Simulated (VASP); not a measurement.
# Al2Cu (Cmcm) in VASP: single point with PBE

Aim: the single point of Al2Cu with PBE.

Everything below comes from runs of VASP 6.6.1. Logs are shortened: lines on timing, memory, paths and dates and some standing lists are left out, and cuts for length are marked.

## (1) The cell of the first run

Symmetry: Cmcm, No. 63, orthorhombic system. Conventional cell: a = 8.282 Å, b = 4.676 Å, c = 4.575 Å, α = 90.00°, β = 90.00°, γ = 90.00°. Within 3.5 Å of Al (site symmetry m) lie 5 Cu at 2.64 to 2.81 Å and 7 Al at 2.67 to 2.88 Å. Within 3.5 Å of Cu (site symmetry m2m) lie 10 Al at 2.64 to 2.81 Å and 2 Cu at 2.81 Å.

## (2) Single point, PBE

Contents of INCAR:

```
SYSTEM = Al2Cu
PREC     = Accurate       ! precision mode
ENCUT    = 520            ! plane-wave cutoff, eV
EDIFF    = 1E-6           ! SCF threshold, eV
ISMEAR   = 0              ! smearing method
SIGMA    = 0.1            ! smearing width, eV
LREAL    = .False.        ! projectors in reciprocal space
LASPH    = .True.         ! aspherical terms in the spheres
NELM     = 60             ! most SCF steps
ALGO     = Fast           ! electronic algorithm
ISIF     = 2              ! what is computed and relaxed
LWAVE    = .False.        ! write WAVECAR
LCHARG   = .False.        ! write CHGCAR
GGA      = PE             ! functional
NBANDS   = 26             ! bands
```

Contents of KPOINTS:

```
regular mesh
0
Gamma
  12 12 8
  0 0 0
```

Contents of POSCAR:

```
Al2Cu
1.0
    4.1409548191     -2.3382460367      0.0000000000
    4.1409548191      2.3382460367      0.0000000000
    0.0000000000      0.0000000000      4.5745211199
Al Cu
4 2
Direct
   -0.0262466370      0.3484634305      0.2500000000
    0.6515365695      0.0262466370      0.2500000000
    0.3484634305     -0.0262466370      0.7500000000
    0.0262466370      0.6515365695      0.7500000000
    0.3249600392      0.6750399608      0.2500000000
    0.6750399608      0.3249600392      0.7500000000
```

Potentials or basis: VASP PAW PBE potentials, release 64 (Al, Cu).

Launch:

```bash
> cat potpaw_PBE.64/Al/POTCAR potpaw_PBE.64/Cu/POTCAR > POTCAR
> mpirun -np 1 vasp_std > vasp.out
```

OUTCAR:

```text
SYSTEM = Al2Cu
   PREC = Accurate
   ENCUT = 520
   EDIFF = 1E-6
   ISMEAR = 0
   LREAL = .False.
   LASPH = .True.
   NELM = 60
   ISIF = 2
   GGA = PE

 ion  position               nearest neighbor table
   1  0.974  0.348  0.250-   5 2.64   2 2.67   6 2.73   6 2.73   5 2.74   2 2.76   2 2.76   4 2.78
                             4 2.78   5 2.81   3 2.88   3 2.88
   2  0.652  0.026  0.250-   5 2.64   1 2.67   6 2.73   6 2.73   5 2.74   1 2.76   1 2.76   3 2.78
                             3 2.78   5 2.81   4 2.88   4 2.88
   3  0.348  0.974  0.750-   6 2.64   4 2.67   5 2.73   5 2.73   6 2.74   4 2.76   4 2.76   2 2.78
                             2 2.78   6 2.81   1 2.88   1 2.88
   4  0.026  0.652  0.750-   6 2.64   3 2.67   5 2.73   5 2.73   6 2.74   3 2.76   3 2.76   1 2.78
                             1 2.78   6 2.81   2 2.88   2 2.88
   5  0.325  0.675  0.250-   1 2.64   2 2.64   4 2.73   3 2.73   4 2.73   3 2.73   1 2.74   2 2.74
                             1 2.81   2 2.81
   6  0.675  0.325  0.750-   3 2.64   4 2.64   2 2.73   1 2.73   2 2.73   1 2.73   4 2.74   3 2.74
                             3 2.81   4 2.81

  LATTYP: Found a base centered orthorhombic cell.
 ALAT       =     4.6764920734
 B/A-ratio  =     1.7709662517
 C/A-ratio  =     0.9781949906

  Lattice vectors:

 A1 = (  -4.1409548191,  -2.3382460367,   0.0000000000)
 A2 = (   4.1409548191,  -2.3382460367,   0.0000000000)
 A3 = (   0.0000000000,   0.0000000000,   4.5745211199)

Analysis of symmetry for initial positions (statically):
=====================================================================
 Subroutine PRICEL returns:
 Original cell was already a primitive cell.

 Routine SETGRP: Setting up the symmetry group for a
 base centered orthorhombic supercell.

 Subroutine GETGRP returns: Found  8 space group operations
 (whereof  4 operations were pure point group operations)
 out of a pool of  8 trial point group operations.

The static configuration has the point symmetry C_2h.
 The point group associated with its full space group is D_2h.

Analysis of symmetry for dynamics (positions and initial velocities):
=====================================================================
 Subroutine PRICEL returns:
 Original cell was already a primitive cell.

 Routine SETGRP: Setting up the symmetry group for a
 base centered orthorhombic supercell.

 Subroutine GETGRP returns: Found  8 space group operations
 (whereof  4 operations were pure point group operations)
 out of a pool of  8 trial point group operations.

The dynamic configuration has the point symmetry C_2h.
 The point group associated with its full space group is D_2h.

 Subroutine INISYM returns: Found  8 space group operations
 (whereof  4 operations are pure point group operations),
 and found     1 'primitive' translations

----------------------------------------------------------------------------------------

                                     Primitive cell

  volume of cell :      88.5863

  direct lattice vectors                    reciprocal lattice vectors
     4.140954819 -2.338246037  0.000000000     0.120745099 -0.213835496  0.000000000
     4.140954819  2.338246037  0.000000000     0.120745099  0.213835496  0.000000000
     0.000000000  0.000000000  4.574521120     0.000000000  0.000000000  0.218602117

  length of vectors
     4.755512732  4.755512732  4.574521120     0.245570760  0.245570760  0.218602117

  position of ions in fractional coordinates (direct lattice)
     0.973753363  0.348463430  0.250000000
     0.651536570  0.026246637  0.250000000
     0.348463430  0.973753363  0.750000000
     0.026246637  0.651536570  0.750000000
     0.324960039  0.675039961  0.250000000
     0.675039961  0.324960039  0.750000000

  ion indices of the primitive-cell ions
   primitive index   ion index
                 1           1
                 2           2
                 3           3
                 4           4
                 5           5
                 6           6

----------------------------------------------------------------------------------------

 KPOINTS: regular mesh

Automatic generation of k-mesh.
 Grid dimensions read from file:
 generate k-points for:   12   12    8

 Generating k-lattice:

  Cartesian coordinates                     Fractional coordinates (reciprocal lattice)
     0.010062092 -0.017819625  0.000000000     0.083333333  0.000000000  0.000000000
     0.010062092  0.017819625  0.000000000     0.000000000  0.083333333  0.000000000
     0.000000000  0.000000000  0.027325265     0.000000000  0.000000000  0.125000000

  Length of vectors
     0.020464230  0.020464230  0.027325265

  Shift w.r.t. Gamma in fractional coordinates (k-lattice)
     0.000000000  0.000000000  0.000000000

 Subroutine IBZKPT returns following result:
 ===========================================

 Found    215 irreducible k-points:

 Following reciprocal coordinates:
            Coordinates               Weight
  0.000000  0.000000  0.000000      1.000000
  0.083333 -0.000000  0.000000      4.000000
  0.166667 -0.000000  0.000000      4.000000
  0.250000  0.000000  0.000000      4.000000
  0.333333  0.000000  0.000000      4.000000
  0.416667  0.000000  0.000000      4.000000
[... 16 lines left out ...]
  0.500000  0.166667  0.000000      4.000000
 -0.416667  0.166667  0.000000      4.000000
 [... further k-points ...]
   k-points           NKPTS =    215   k-points in BZ     NKDIM =    215   number of bands    NBANDS=     26
   number of dos      NEDOS =    301   number of ions     NIONS =      6
   total plane-waves  NPLWV =  46656
   dimension x,y,z NGX =    36 NGY =   36 NGZ =   36
   dimension x,y,z NGXF=    72 NGYF=   72 NGZF=   72
   ions per type =               4   2
   NGX,Y,Z   is equivalent  to a cutoff of  12.59, 12.59, 13.08 a.u.
   NGXF,Y,Z  is equivalent  to a cutoff of  25.17, 25.17, 26.17 a.u.
 SYSTEM =  Al2Cu
   PREC   = accura    normal or accurate (medium, high low for compatibility)
   ISTART =      0    job   : 0-new  1-cont  2-samecut
   ICHARG =      2    charge: 1-file 2-atom 10-const
   ISPIN  =      1    spin polarized calculation?
   LNONCOLLINEAR =      F non collinear calculations
   LSORBIT =      F    spin-orbit coupling
   LASPH  =      T    aspherical Exc in radial PAW
   ENCUT  =  520.0 eV  38.22 Ry    6.18 a.u.   8.84  8.84  8.51*2*pi/ulx,y,z
   NELM   =     60;   NELMIN=  2; NELMDL= -5     # of ELM steps
   EDIFF  = 0.1E-05   stopping-criterion for ELM
   LREAL  =      F    real-space projection
[... 7 lines left out ...]
   TEBEG  =    0.0;   TEEND  =   0.0 temperature during run
   PSTRESS=    0.0 pullay stress
   NELECT =      34.0000    total number of electrons
   NUPDOWN=      -1.0000    fix difference up-down
   EMIN   =  10.00;   EMAX   =-10.00  energy-range for DOS
   EFERMI =   0.00;   METHOD = LEGACY
   ISMEAR =     0;   SIGMA  =   0.10  broadening in eV -4-tet -1-fermi 0-gaus
   EFERMI_NEDOS =   21; number of points for ismear=-14 and -15
   IALGO  =     68    algorithm
   IMIX   =      4    mixing-type and parameters
     AMIX     =   0.40;   BMIX     =  1.00
     AMIX_MAG =   1.60;   BMIX_MAG =  1.00
  volume/ion in A,a.u.               =      14.76        99.63
  Fermi-wavevector in a.u.,A,eV,Ry     =   1.189723  2.248250 19.258227  1.415440
  Thomas-Fermi vector in A             =   2.325823
   LORBIT       =      0    0 simple, 1 ext, 2 COOP (PROOUT), +10 PAW based schemes
   GGA     = PE    functional components
   LHFCALC =     F    Hartree Fock is set to
   AEXX    =    0.0000 exact exchange contribution
   IVDW    =     0    specifies the selected vdW correction
   LEPSILON=     F    determine dielectric tensor
   LRPA    =     F    only Hartree local field effects (RPA)
 non-spin polarized calculation
 RMM-DIIS sequential band-by-band and
 Gauss-broadening in eV      SIGMA  =   0.10
  energy-cutoff  :      520.00
  volume of cell :       88.59
 maximum number of plane-waves:      2410
   NGX = 17   NGY = 17   NGZ = 17

 number of electron      34.0000001 magnetization

 Free energy of the ion-electron system (eV)
  ---------------------------------------------------
  ext. energy  EPLUGINS =         0.00000000
  ---------------------------------------------------
  free energy    TOTEN  =       -22.63069647 eV

  energy without entropy =      -22.61872013  energy(sigma->0) =      -22.62470830

 E-fermi :   8.3088     XC(G=0): -10.9181

 val. band max:        8.3088181215   @ k =   0.0833   0.0833   0.3750
 cond. band min:       8.3104368108   @ k =   0.1667  -0.0000   0.3750
 fundamental gap:      0.0016186894
 Fermi energy:         8.3088461589

 k-point     1 :       0.0000    0.0000    0.0000
  band No.  band energies     occupation
      1      -2.7984      2.00000
      2       2.6580      2.00000
      3       3.4047      2.00000
      4       3.5673      2.00000
      5       3.9745      2.00000
      6       4.1940      2.00000
[... 18 lines left out ...]
     25      13.0005      0.00000
     26      13.5404      0.00000

 k-point     2 :       0.0833   -0.0000    0.0000
  band No.  band energies     occupation
      1      -2.7359      2.00000
      2       2.6686      2.00000
      3       3.3143      2.00000
      4       3.4332      2.00000
      5       3.9597      2.00000
      6       4.2166      2.00000
[... 18 lines left out ...]
     25      12.9284      0.00000
     26      13.4513      0.00000

 k-point     3 :       0.1667   -0.0000    0.0000
  band No.  band energies     occupation
      1      -2.5485      2.00000
      2       2.5367      2.00000
      3       2.9573      2.00000
      4       3.3614      2.00000
      5       3.9361      2.00000
      6       4.2275      2.00000
[... 18 lines left out ...]
     25      13.2046      0.00000
     26      13.8661      0.00000

 k-point     4 :       0.2500    0.0000    0.0000
  band No.  band energies     occupation
      1      -2.2381      2.00000
      2       1.8431      2.00000
      3       2.9419      2.00000
      4       3.2784      2.00000
      5       3.9279      2.00000
      6       4.1320      2.00000
[... 18 lines left out ...]
     25      13.1217      0.00000
     26      14.9161      0.00000

 k-point     5 :       0.3333    0.0000    0.0000
  band No.  band energies     occupation
      1      -1.8075      2.00000
      2       0.9947      2.00000
      3       2.9700      2.00000
      4       3.2040      2.00000
      5       3.9383      2.00000
      6       4.0505      2.00000
[... 18 lines left out ...]
     25      13.7896      0.00000
     26      15.5193      0.00000

 k-point     6 :       0.4167    0.0000    0.0000
  band No.  band energies     occupation
      1      -1.2633      2.00000
      2       0.1691      2.00000
      3       2.9415      2.00000
      4       3.1771      2.00000
      5       3.9565      2.00000
      6       4.0528      2.00000
[... 427 lines left out ...]
 k-point    21 :       0.3333    0.1667    0.0000
  band No.  band energies     occupation
      1      -2.0715      2.00000
      2       1.8243      2.00000
      3       2.1870      2.00000
      4       3.2726      2.00000
      5       3.7508      2.00000
      6       4.2342      2.00000
[... 18 lines left out ...]
     25      14.1053      0.00000
     26      14.3463      0.00000

 k-point    22 :       0.4167    0.1667    0.0000
  band No.  band energies     occupation
      1      -1.6485      2.00000
      2       1.1510      2.00000
      3       1.8202      2.00000
      4       3.3816      2.00000
      5       3.7921      2.00000
      6       4.2295      2.00000
[... 18 lines left out ...]
     25      13.8329      0.00000
     26      14.3800      0.00000

 k-point    23 :       0.5000    0.1667    0.0000
  band No.  band energies     occupation
      1      -1.1138      2.00000
      2       0.3577      2.00000
      3       1.6624      2.00000
      4       3.5412      2.00000
      5       3.8646      2.00000
      6       4.2217      2.00000
[... 18 lines left out ...]
     25      13.7553      0.00000
     26      15.4124      0.00000

 k-point    24 :      -0.4167    0.1667    0.0000
  band No.  band energies     occupation
      1      -0.5448      2.00000
      2      -0.3166      2.00000
      3       1.6322      2.00000
      4       3.6875      2.00000
      5       3.9545      2.00000
      6       4.1754      2.00000
[... 18 lines left out ...]
     25      14.6850      0.00000
     26      15.0654      0.00000

 [... further k-points ...]

------------------------ aborting loop because EDIFF is reached ----------------------------------------

  FORCE on cell =-STRESS in cart. coord.  units (eV):
  Direction    XX          YY          ZZ          XY          YZ          ZX
  --------------------------------------------------------------------------------------
  -------------------------------------------------------------------------------------
  Total        0.3869495      0.3627947      0.4240628      0.0000000      0.0000000      0.0000000
  in kB        6.9983959      6.5615305      7.6696306      0.0000000      0.0000000      0.0000000
  external PRESSURE =       7.0765190 kB  Pullay stress =       0.0000000 kB

 VOLUME and BASIS-vectors are now :
 -----------------------------------------------------------------------------
  energy-cutoff  :      520.00
  volume of cell :       88.59
      direct lattice vectors                 reciprocal lattice vectors
     4.140954819 -2.338246037  0.000000000     0.120745099 -0.213835496  0.000000000
     4.140954819  2.338246037  0.000000000     0.120745099  0.213835496  0.000000000
     0.000000000  0.000000000  4.574521120     0.000000000  0.000000000  0.218602117

 POSITION                                       TOTAL-FORCE (eV/Angst)
 -----------------------------------------------------------------------------------
      5.47524     -1.46208      1.14363         0.014356     -0.003300     -0.000000
      2.80667     -1.46208      1.14363        -0.014356     -0.003300     -0.000000
      5.47524      1.46208      3.43089         0.014356      0.003300      0.000000
      2.80667      1.46208      3.43089        -0.014356      0.003300      0.000000
      4.14095      0.81857      1.14363         0.000000      0.000183     -0.000000
      4.14095     -0.81857      3.43089         0.000000     -0.000183      0.000000
 -----------------------------------------------------------------------------------
    total drift:                               -0.000000      0.000000      0.000000

  FREE ENERGIE OF THE ION-ELECTRON SYSTEM (eV)
  ---------------------------------------------------
  free  energy   TOTEN  =       -22.6306964661 eV

  energy  without entropy=      -22.6187201265  energy(sigma->0) =      -22.62470830
```

Run time: 7.7 min. Hardware: 1 thread of Intel Xeon Platinum 8488C (Sapphire Rapids), shared host; peak memory 0.51 GiB.

What came out:

| Property | Result |
| --- | --- |
| Free energy | -22.6307 eV |
| Pressure | 0.7 GPa |
| Largest force | 0.015 eV/Å |
| Band gap on the k mesh | zero (bands 17 and 18 overlap by 3.21 eV) |

Forces on the atoms (eV/Å):
```
Al   0.014 -0.003  0.000
Al  -0.014 -0.003  0.000
Al   0.014  0.003  0.000
Al  -0.014  0.003  0.000
Cu   0.000  0.000  0.000
Cu   0.000  0.000  0.000
```
